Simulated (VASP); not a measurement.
**Ge2Sb2Te5: single point with PBEsol**

Ge2Sb2Te5:

```
CELL_PARAMETERS angstrom
4.20246 0.00000 0.00000
-2.10123 3.63944 0.00000
0.00000 0.00000 17.09998
ATOMIC_POSITIONS crystal
Ge 0.00000 0.00000 0.33809
Ge 0.00000 0.00000 0.66191
Sb 0.33333 0.66667 0.11674
Sb 0.66667 0.33333 0.88326
Te 0.00000 0.00000 0.00000
Te 0.33333 0.66667 0.78107
Te 0.66667 0.33333 0.21893
Te 0.33333 0.66667 0.42071
Te 0.66667 0.33333 0.57929
```

- Program: VASP 6.6.1
- Task: single point
- Functional: PBEsol
- Potentials or basis: VASP PAW PBE potentials, release 64 (Ge_d, Sb, Te)
- Cutoff: 520 eV
- k mesh: 12 × 12 × 2
- Occupations: gaussian, width 0.01 eV
- Spin: no spin polarisation

```yaml
Pressure: 0.1 GPa
Largest_force: 0.029 eV/Å
Band_gap_on_the_k_mesh: zero (bands 34 and 35 overlap by 0.04 eV)
```

Forces on the atoms (eV/Å):
```
Ge   0.000  0.000 -0.014
Ge   0.000  0.000  0.014
Sb   0.000  0.000 -0.027
Sb   0.000  0.000  0.027
Te   0.000  0.000  0.000
Te   0.000  0.000 -0.029
Te   0.000  0.000  0.029
Te   0.000  0.000  0.018
Te   0.000  0.000 -0.018
```

Levels at points of the mesh, in eV from the Fermi level:
```csv
k point,band 32,band 33,band 34,band 35,band 36,band 37
"(0.00, 0.00, 0.00)",-1.33,-1.04,-0.12,0.00,0.00,0.52
"(0.50, 0.00, 0.00)",-1.92,-1.23,-1.14,0.20,0.56,0.59
"(0.00, 0.00, 0.50)",-1.55,-0.95,-0.13,0.05,0.05,0.54
"(0.50, 0.00, 0.50)",-2.08,-1.72,-0.51,-0.03,0.38,0.99
```

Wall time 6.2 min on 1 thread of Oxide Virtual Turin-like Processor, on a shared host, peak memory 0.56 GiB.

Caveat: the PAW data sets were made with another functional, which shifts forces and pressure a little; spin-orbit coupling is left out, which moves the levels of the heavy elements.
